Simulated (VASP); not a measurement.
# ZnS (P6_3mc) in VASP: a series of runs

ZnS is run at these levels: PBEsol; tasks: single point.

Program: VASP 6.6.1. These are calculated values, not measurements. Logs are shortened: lines on timing, memory, paths and dates and some standing lists are left out, and cuts for length are marked.

## 1. The cell of the first run

Symmetry: P6_3mc, No. 186, hexagonal system. The conventional cell has a = 3.697 Å, b = 3.697 Å, c = 6.234 Å, α = 90.00°, β = 90.00°, γ = 120.00°. Zn (site symmetry 3m) has 4 S at 2.25 to 2.40 Å within 3.0 Å. Within 3.0 Å of S (site symmetry 3m) lie 4 Zn at 2.25 to 2.40 Å.

## 2. Single point, PBEsol (equal xx and yy strain of -3 %)

Contents of INCAR:

```
SYSTEM = ZnS
ALGO = Normal ; EDIFF = 1E-6
ENCUT = 520 ; GGA = PS
ISIF = 2 ; ISMEAR = -1
LASPH = .True. ; LCHARG = .False.
LREAL = .False. ; LWAVE = .False.
NBANDS = 26 ; NELM = 60
PREC = Accurate ; SIGMA = 0.03
```

Contents of KPOINTS:

```
k-points
0
Gamma
  8 8 5
  0 0 0
```

Contents of POSCAR:

```
ZnS
1.0
    3.6966688182      0.0000000000      0.0000000000
   -1.8483344091      3.2014091058      0.0000000000
    0.0000000000      0.0000000000      6.2340000000
Zn S
2 2
Direct
    0.3333333333      0.6666666667      0.0000000000
    0.6666666667      0.3333333333      0.5000000000
    0.3333333333      0.6666666667      0.3850000000
    0.6666666667      0.3333333333      0.8850000000
```

Potentials or basis: VASP PAW PBE potentials, release 64 (Zn, S).

Run with:

```console
$ cat potpaw_PBE.64/Zn/POTCAR potpaw_PBE.64/S/POTCAR > POTCAR
$ mpirun -np 1 vasp_std > vasp.out
```

OUTCAR:

```text
SYSTEM = ZnS
   EDIFF = 1E-6
   ENCUT = 520
   GGA = PS
   ISIF = 2
   ISMEAR = -1
   LASPH = .True.
   LREAL = .False.
   NELM = 60
   PREC = Accurate

 ion  position               nearest neighbor table
   1  0.333  0.667  0.000-   4 2.25   4 2.25   4 2.25   3 2.40
   2  0.667  0.333  0.500-   3 2.25   3 2.25   3 2.25   4 2.40
   3  0.333  0.667  0.385-   2 2.25   2 2.25   2 2.25   1 2.40
   4  0.667  0.333  0.885-   1 2.25   1 2.25   1 2.25   2 2.40

  LATTYP: Found a hexagonal cell.
 ALAT       =     3.6966688182
 C/A-ratio  =     1.6863831483

  Lattice vectors:

 A1 = (   3.6966688182,   0.0000000000,   0.0000000000)
 A2 = (  -1.8483344091,   3.2014091058,   0.0000000000)
 A3 = (   0.0000000000,   0.0000000000,   6.2340000000)

Analysis of symmetry for initial positions (statically):
=====================================================================
 Subroutine PRICEL returns:
 Original cell was already a primitive cell.

 Routine SETGRP: Setting up the symmetry group for a
 hexagonal supercell.

 Subroutine GETGRP returns: Found 12 space group operations
 (whereof  6 operations were pure point group operations)
 out of a pool of 24 trial point group operations.

The static configuration has the point symmetry C_3v.
 The point group associated with its full space group is C_6v.

Analysis of symmetry for dynamics (positions and initial velocities):
=====================================================================
 Subroutine PRICEL returns:
 Original cell was already a primitive cell.

 Routine SETGRP: Setting up the symmetry group for a
 hexagonal supercell.

 Subroutine GETGRP returns: Found 12 space group operations
 (whereof  6 operations were pure point group operations)
 out of a pool of 24 trial point group operations.

The dynamic configuration has the point symmetry C_3v.
 The point group associated with its full space group is C_6v.

 Subroutine INISYM returns: Found 12 space group operations
 (whereof  6 operations are pure point group operations),
 and found     1 'primitive' translations

----------------------------------------------------------------------------------------

                                     Primitive cell

  volume of cell :      73.7766

  direct lattice vectors                    reciprocal lattice vectors
     3.696668818  0.000000000  0.000000000     0.270513819  0.156181226  0.000000000
    -1.848334409  3.201409106  0.000000000     0.000000000  0.312362453  0.000000000
     0.000000000  0.000000000  6.234000000     0.000000000  0.000000000  0.160410651
[... 89 lines left out ...]
   LREAL  =      F    real-space projection
   EDIFFG = 0.1E-04   stopping-criterion for IOM
   NSW    =      0    number of steps for IOM
   IBRION =     -1    ionic relax: 0-MD 1-quasi-New 2-CG
   NFREE  =      0    steps in history (QN), initial steepest desc. (CG)
   ISIF   =      2    stress and relaxation
   ISYM   =      2    0-nonsym 1-usesym 2-fastsym
   POTIM  = 0.5000    time-step for ionic-motion
   TEBEG  =    0.0;   TEEND  =   0.0 temperature during run
   PSTRESS=    0.0 pullay stress
   NELECT =      36.0000    total number of electrons
   NUPDOWN=      -1.0000    fix difference up-down
   EMIN   =  10.00;   EMAX   =-10.00  energy-range for DOS
   EFERMI =   0.00;   METHOD = LEGACY
   ISMEAR =    -1;   SIGMA  =   0.03  broadening in eV -4-tet -1-fermi 0-gaus
   EFERMI_NEDOS =   21; number of points for ismear=-14 and -15
   IALGO  =     38    algorithm
   IMIX   =      4    mixing-type and parameters
     AMIX     =   0.40;   BMIX     =  1.00
     AMIX_MAG =   1.60;   BMIX_MAG =  1.00
  volume/ion in A,a.u.               =      18.44       124.47
  Fermi-wavevector in a.u.,A,eV,Ry     =   1.288851  2.435576 22.601151  1.661138
  Thomas-Fermi vector in A             =   2.420780
   LORBIT       =      0    0 simple, 1 ext, 2 COOP (PROOUT), +10 PAW based schemes
   GGA     = PS    functional components
   LHFCALC =     F    Hartree Fock is set to
   AEXX    =    0.0000 exact exchange contribution
   IVDW    =     0    specifies the selected vdW correction
   LEPSILON=     F    determine dielectric tensor
   LRPA    =     F    only Hartree local field effects (RPA)
 non-spin polarized calculation
  energy-cutoff  :      520.00
  volume of cell :       73.78
 maximum number of plane-waves:      2008
 NGX is ok and might be reduce to    28
   NGX = 13   NGY = 13   NGZ = 23

 number of electron      35.9999991 magnetization

 Free energy of the ion-electron system (eV)
  ---------------------------------------------------
  ext. energy  EPLUGINS =         0.00000000
  ---------------------------------------------------
  free energy    TOTEN  =       -15.05408545 eV

  energy without entropy =      -15.05408545  energy(sigma->0) =      -15.05408545

 E-fermi :   3.2960     XC(G=0): -10.1590

 val. band max:        2.6971240035   @ k =   0.0000   0.0000   0.0000
 cond. band min:       5.0231049003   @ k =   0.0000   0.0000   0.0000
 fundamental gap:      2.3259808968
 Fermi energy:         3.2960104705

 k-point     1 :       0.0000    0.0000    0.0000
  band No.  band energies     occupation
      1     -11.0108      2.00000
      2     -10.0350      2.00000
      3      -4.0434      2.00000
      4      -4.0434      2.00000
      5      -3.9801      2.00000
      6      -3.9801      2.00000
[... 685 lines left out ...]
     25      11.9979      0.00000
     26      12.1961      0.00000

 [... further k-points ...]

------------------------ aborting loop because EDIFF is reached ----------------------------------------

  FORCE on cell =-STRESS in cart. coord.  units (eV):
  Direction    XX          YY          ZZ          XY          YZ          ZX
  --------------------------------------------------------------------------------------
  -------------------------------------------------------------------------------------
  Total        3.1987534      3.1987534     -0.2366074      0.0000000      0.0000000     -0.0000000
  in kB       69.4660859     69.4660859     -5.1383112      0.0000000      0.0000000     -0.0000000
  external PRESSURE =      44.5979535 kB  Pullay stress =       0.0000000 kB

 VOLUME and BASIS-vectors are now :
 -----------------------------------------------------------------------------
  energy-cutoff  :      520.00
  volume of cell :       73.78
      direct lattice vectors                 reciprocal lattice vectors
     3.696668818  0.000000000  0.000000000     0.270513819  0.156181226  0.000000000
    -1.848334409  3.201409106  0.000000000     0.000000000  0.312362453  0.000000000
     0.000000000  0.000000000  6.234000000     0.000000000  0.000000000  0.160410651

 POSITION                                       TOTAL-FORCE (eV/Angst)
 -----------------------------------------------------------------------------------
     -0.00000      2.13427      0.00000         0.000000      0.000000      0.577904
      1.84833      1.06714      3.11700         0.000000     -0.000000      0.577904
     -0.00000      2.13427      2.40009        -0.000000     -0.000000     -0.577904
      1.84833      1.06714      5.51709        -0.000000      0.000000     -0.577904
 -----------------------------------------------------------------------------------
    total drift:                               -0.000001     -0.000001      0.000345

  FREE ENERGIE OF THE ION-ELECTRON SYSTEM (eV)
  ---------------------------------------------------
  free  energy   TOTEN  =       -15.0540854459 eV

  energy  without entropy=      -15.0540854459  energy(sigma->0) =      -15.05408545
```

OSZICAR:

```text
N       E                     dE             d eps       ncg     rms          rms(c)
DAV:   1     0.243225634395E+03    0.24323E+03   -0.17149E+04  1560   0.171E+03
DAV:   2     0.829110542941E+01   -0.23493E+03   -0.22473E+03  1594   0.352E+02
DAV:   3    -0.153348576525E+02   -0.23626E+02   -0.23396E+02  1898   0.112E+02
DAV:   4    -0.158926792118E+02   -0.55782E+00   -0.55678E+00  1776   0.172E+01
DAV:   5    -0.159012319026E+02   -0.85527E-02   -0.85505E-02  1898   0.215E+00    0.110E+01
DAV:   6    -0.150678978145E+02    0.83333E+00   -0.18395E+00  2024   0.421E+01    0.828E+00
DAV:   7    -0.150662674570E+02    0.16304E-02   -0.13812E+00  1652   0.735E+00    0.344E+00
DAV:   8    -0.150550001729E+02    0.11267E-01   -0.32498E-02  1954   0.154E+00    0.918E-01
DAV:   9    -0.150539039531E+02    0.10962E-02   -0.11876E-02  2088   0.140E+00    0.227E-01
DAV:  10    -0.150539790143E+02   -0.75061E-04   -0.56061E-04  1882   0.345E-01    0.119E-01
DAV:  11    -0.150540847646E+02   -0.10575E-03   -0.15773E-04  1628   0.832E-02    0.405E-02
DAV:  12    -0.150540854459E+02   -0.68131E-06   -0.39600E-06  1936   0.147E-02
   1 F= -.15054085E+02 E0= -.15054085E+02  d E =-.191076E-10
```

stdout:

```text
POSCAR found type information on POSCAR ZnS
 POSCAR found :  2 types and       4 ions
 scaLAPACK will be used
 -----------------------------------------------------------------------------
|                                                                             |
|                                                                             |
|     You enforced a specific xc type in the INCAR file but a different       |
|     I HOPE YOU KNOW WHAT YOU ARE DOING!                                     |
|                                                                             |
 -----------------------------------------------------------------------------

 LDA part: xc-table for (Slater+PW92), standard interpolation
 POSCAR, INCAR and KPOINTS ok, starting setup
 FFT: planning ... GRIDC
 FFT: planning ... GRID_SOFT
 FFT: planning ... GRID
 WAVECAR not read
 entering main loop
```

Wall time 30 s (1 thread of Intel Xeon 6975P-C, shared host); peak memory 0.21 GiB.

Results:

```
Free energy            : -15.0541 eV
Pressure               : 4.5 GPa
Largest force          : 0.578 eV/Å
Band gap on the k mesh : 2.33 eV, direct
```

Forces on the atoms (eV/Å):
```
Zn   0.000  0.000  0.578
Zn   0.000  0.000  0.578
S    0.000  0.000 -0.578
S    0.000  0.000 -0.578
```

Caveat: the cell differs from its parent crystal (equal xx and yy strain of -3 %); the PAW data sets were made with another functional, which shifts forces and pressure a little.

## 3. Single point, PBEsol (zz strain of -3 %)

Contents of INCAR:

```
  PREC = Accurate
  ENCUT = 520
  EDIFF = 1E-6
  ISMEAR = -1
  SIGMA = 0.03
  LREAL = F
  LASPH = T
  NELM = 60
  ALGO = Normal
  ISIF = 2
  LWAVE = F
  LCHARG = T
  GGA = PS
  LELF = T
  LVHAR = T
  NBANDS = 26
```

Contents of KPOINTS:

```
Automatic mesh
0
Gamma
  8 8 5
```

Contents of POSCAR:

```
ZnS
1.0
    3.8109987816      0.0000000000      0.0000000000
   -1.9054993908      3.3004217586      0.0000000000
    0.0000000000      0.0000000000      6.0469800000
Zn S
2 2
Direct
    0.3333333333      0.6666666667      0.0000000000
    0.6666666667      0.3333333333      0.5000000000
    0.3333333333      0.6666666667      0.3850000000
    0.6666666667      0.3333333333      0.8850000000
```

Potentials or basis: VASP PAW PBE potentials, release 64 (Zn, S).

Run with:

```console
$ cat potpaw_PBE.64/Zn/POTCAR potpaw_PBE.64/S/POTCAR > POTCAR
$ mpirun -np 1 vasp_std > vasp.out
```

Wall time 40 s (1 thread of Intel Xeon 6975P-C, shared host); peak memory 0.21 GiB.

It converged, with:

```
Free energy            : -15.1413 eV
Pressure               : 1.2 GPa
Largest force          : 0.149 eV/Å
Band gap on the k mesh : 2.21 eV, direct
```

Forces on the atoms (eV/Å):
```
Zn   0.000  0.000  0.149
Zn   0.000  0.000  0.149
S    0.000  0.000 -0.149
S    0.000  0.000 -0.149
```

Stress tensor (GPa, compression positive):
```
0.46 0.00 0.00
0.00 0.46 0.00
0.00 0.00 2.59
```

Levels at points of the mesh, in eV from the valence-band top:
| k point | band 16 | band 17 | band 18 | band 19 | band 20 | band 21 |
| --- | --- | --- | --- | --- | --- | --- |
| (0.00, 0.00, 0.00) | -0.10 | -0.10 | 0.00 | 2.21 | 2.65 | 5.99 |
| (0.50, 0.00, 0.00) | -2.54 | -1.76 | -1.06 | 3.26 | 4.24 | 5.11 |

Caveat: the cell differs from its parent crystal (zz strain of -3 %); the PAW data sets were made with another functional, which shifts forces and pressure a little.

## 4. Single point, PBEsol (zz strain of -2 %)

Contents of INCAR:

```
PREC = Accurate
ENCUT = 520
EDIFF = 1E-7
ISMEAR = -1
SIGMA = 0.03
LREAL = False
LASPH = True
NELM = 100
ALGO = Normal
ISIF = 2
LWAVE = False
LCHARG = False
GGA = PS
NBANDS = 26
```

KPOINTS is that of step 3.

POSCAR, as its differences from that of step 3:

```diff
@@ -4,3 +4,3 @@
    -1.9054993908      3.3004217586      0.0000000000
-    0.0000000000      0.0000000000      6.0469800000
+    0.0000000000      0.0000000000      6.1093200000
 Zn S
```

Run with:

```console
$ cat potpaw_PBE.64/Zn/POTCAR potpaw_PBE.64/S/POTCAR > POTCAR
$ mpirun -np 1 vasp_std > vasp.out
```

Wall time 54 s (1 thread of Intel Xeon 6975P-C, shared host); peak memory 0.21 GiB.

The run converged. Its results:

```
Free energy            : -15.1495 eV
Pressure               : 0.3 GPa
Largest force          : 0.216 eV/Å
Band gap on the k mesh : 2.18 eV, direct
```

Forces on the atoms (eV/Å):
```
Zn   0.000  0.000  0.216
Zn   0.000  0.000  0.216
S    0.000  0.000 -0.216
S    0.000  0.000 -0.216
```

Stress tensor (GPa, compression positive):
```
0.10 0.00 0.00
0.00 0.10 0.00
0.00 0.00 0.75
```

Levels at points of the mesh, in eV from the valence-band top:
```tsv
k point	band 14	band 15	band 16	band 17	band 18	band 19	band 20	band 21	band 22	band 23
(0.00, 0.00, 0.00)	-1.02	-1.02	-0.07	-0.07	0.00	2.18	2.73	6.06	6.06	6.69
(0.50, 0.00, 0.00)	-4.32	-3.37	-2.46	-1.71	-1.04	3.34	4.22	5.09	6.93	7.57
```

Caveat: the cell differs from its parent crystal (zz strain of -2 %); the PAW data sets were made with another functional, which shifts forces and pressure a little.

## 5. Single point, PBEsol (equal xx and yy strain of -1 %)

Contents of INCAR:

```
SYSTEM = ZnS
PREC = Accurate ; ENCUT = 520
EDIFF = 1E-6 ; ISMEAR = -1
SIGMA = 0.03 ; LREAL = .False.
LASPH = .True. ; NELM = 80
ALGO = Normal ; ISIF = 2
LWAVE = .False. ; LCHARG = .False.
GGA = PS ; NBANDS = 26
```

Contents of KPOINTS:

```
Automatic mesh
0
Gamma
  8 8 5
  0 0 0
```

Contents of POSCAR:

```
ZnS
1.0
    3.7728887938      0.0000000000      0.0000000000
   -1.8864443969      3.2674175410      0.0000000000
    0.0000000000      0.0000000000      6.2340000000
Zn S
2 2
Direct
    0.3333333333      0.6666666667      0.0000000000
    0.6666666667      0.3333333333      0.5000000000
    0.3333333333      0.6666666667      0.3850000000
    0.6666666667      0.3333333333      0.8850000000
```

Run with:

```console
$ cat potpaw_PBE.64/Zn/POTCAR potpaw_PBE.64/S/POTCAR > POTCAR
$ mpirun -np 1 vasp_std > vasp.out
```

Run time: 58 s. Hardware: 1 thread of Intel Xeon 6975P-C, shared host; peak memory 0.21 GiB.

Results (log left out):

| Item | Value |
| --- | --- |
| Free energy | -15.1356 eV |
| Pressure | 0.6 GPa |
| Largest force | 0.384 eV/Å |
| Band gap on the k mesh | 2.20 eV, direct |

Forces on the atoms (eV/Å):
```
Zn   0.000  0.000  0.384
Zn   0.000  0.000  0.384
S    0.000  0.000 -0.384
S    0.000  0.000 -0.384
```

Stress tensor (GPa, compression positive):
```
 1.74  0.00  0.00
 0.00  1.74  0.00
 0.00  0.00 -1.75
```

Levels at points of the mesh, in eV from the valence-band top:
```tsv
k point	band 16	band 17	band 18	band 19	band 20	band 21
(0.00, 0.00, 0.00)	-0.03	0.00	0.00	2.20	2.99	6.24
(0.50, 0.00, 0.00)	-2.32	-1.65	-1.04	3.51	4.20	4.99
```

Caveat: the cell differs from its parent crystal (equal xx and yy strain of -1 %); the PAW data sets were made with another functional, which shifts forces and pressure a little.

## 6. Overview

```tsv
cell	gap on the mesh (eV)	pressure (GPa)	largest force (eV/Å)
a = 3.697, b = 3.697, c = 6.234 Å, angles 90.0, 90.0, 120.0°, 4 atoms	2.33	4.5	0.58
a = 3.811, b = 3.811, c = 6.047 Å, angles 90.0, 90.0, 120.0°, 4 atoms	2.21	1.2	0.15
a = 3.811, b = 3.811, c = 6.109 Å, angles 90.0, 90.0, 120.0°, 4 atoms	2.18	0.3	0.22
a = 3.773, b = 3.773, c = 6.234 Å, angles 90.0, 90.0, 120.0°, 4 atoms	2.20	0.6	0.38
```

Alike in all rows: task single point; level PBEsol; potentials or basis VASP PAW PBE potentials, release 64 (Zn, S); no spin polarisation; k mesh 8 × 8 × 5; cutoff (eV) 520; smearing fermi-dirac 0.03 eV.

Caveats: the PAW data sets were made with another functional, which shifts forces and pressure a little.

Absolute energies hang on the potentials; compare differences alone.
